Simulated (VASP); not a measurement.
Write the native input for VASP 6.6.1 that does the following.

```
Task                               : single point
Functional                         : PBE-based screened hybrid with 100 % exact exchange
Potentials or basis                : VASP PAW PBE potentials, release 64 (Cs_sv, Cl)
Cutoff                             : 400 eV
k mesh                             : 4 × 4 × 4
Occupations                        : gaussian, width 0.01 eV
Spin                               : no spin polarisation
Dipole correction                  : no
Grid for exact exchange (PRECFOCK) : Normal
Share of exact exchange            : 1
Further INCAR settings             : ALGO = Normal; EDIFF = 1e-06; NBANDS = 15
Screening parameter                : 0.2078 1/Å
```

The system is CsCl.

```
Cs Cl
1.0
     4.14068    0.00000    0.00000
     0.00000    4.14068    0.00000
     0.00000    0.00000    4.14068
Cs Cl
1 1
Direct
  0.00000 0.00000 0.00000
  0.50000 0.50000 0.50000
```

The input as run:

POSCAR

```
CsCl
1.0
    4.1406758997      0.0000000000      0.0000000000
    0.0000000000      4.1406758997      0.0000000000
    0.0000000000      0.0000000000      4.1406758997
Cs Cl
1 1
Direct
    0.0000000000      0.0000000000      0.0000000000
    0.5000000000      0.5000000000      0.5000000000
```

INCAR.step1

```
  PREC = Accurate
  ENCUT = 400
  EDIFF = 1E-5
  ISMEAR = 0
  SIGMA = 0.01
  LREAL = False
  LASPH = True
  NELM = 120
  ALGO = Normal
  ISIF = 2
  LWAVE = True
  LCHARG = False
  NBANDS = 15
  GGA = PE
  GGA_COMPAT = False
```

INCAR.step2

```
  PREC = Accurate
  ENCUT = 400
  EDIFF = 1E-6
  ISMEAR = 0
  SIGMA = 0.01
  LREAL = False
  LASPH = True
  NELM = 120
  ALGO = Normal
  ISIF = 2
  LWAVE = False
  LCHARG = False
  GGA = PE
  LHFCALC = True
  AEXX = 1.0
  HFSCREEN = 0.2078
  PRECFOCK = Normal
  NBANDS = 15
  ISTART = 1
  ALDAC = 1.0
  AGGAC = 1.0
  GGA_COMPAT = False
```

KPOINTS

```
Automatic mesh
0
Gamma
  4 4 4
```

Potentials or basis: VASP PAW PBE potentials, release 64 (Cs_sv, Cl).

Launch:

```bash
$ cat potpaw_PBE.64/Cs_sv/POTCAR potpaw_PBE.64/Cl/POTCAR > POTCAR
$ cp INCAR.step1 INCAR
$ mpirun -np 1 vasp_std > vasp.out
$ cp INCAR.step2 INCAR
$ mpirun -np 1 vasp_std > vasp.out
```

It gave:

```
Pressure               : -0.8 GPa
Band gap on the k mesh : 10.63 eV
```

Caveat: the PAW data sets were made with another functional, which shifts forces and pressure a little; spin-orbit coupling is left out, which moves the levels of the heavy elements.

Wall time 5.2 min on 1 thread of Intel(R) Xeon(R) Platinum 8488C (Sapphire Rapids), on a shared host, peak memory 0.26 GiB.
